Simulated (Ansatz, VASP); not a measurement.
## One calculation of Y, two programs

```
CELL_PARAMETERS angstrom
3.68218 0.00000 0.00000
-1.84109 3.18887 0.00000
0.00000 0.00000 5.68892
ATOMIC_POSITIONS crystal
Y 0.33333 0.66667 0.25000
Y 0.66667 0.33333 0.75000
```

Alike in both runs: functional r2SCAN; k mesh 10 × 10 × 6; occupations fermi-dirac, width 0.05 eV; no spin polarisation.

Ansatz relaxed the structure, and its values are those at the end. VASP's run is a single point on that final structure, the one shown.

```csv
,VASP,Ansatz
version,VASP 6.6.1,Ansatz 0.2.0
potentials or method,"VASP PAW PBE potentials, release 64 (Y_sv), cutoff 520 eV","PAW with Ansatz's default frozen-core files, scalar-relativistic"
valence electrons in the cell,22,22
```

```csv
,VASP,Ansatz,Ansatz less VASP
gap on the k mesh at the Fermi level (eV),none,none,-
pressure (GPa),0.1,0.0,-0.03
```

VASP's potentials were made for PBE, not for r2SCAN. A gap of «none» marks a metal or a gap that the smearing closes. With one functional, cell and mesh, what is left measures potentials, basis and numerics.
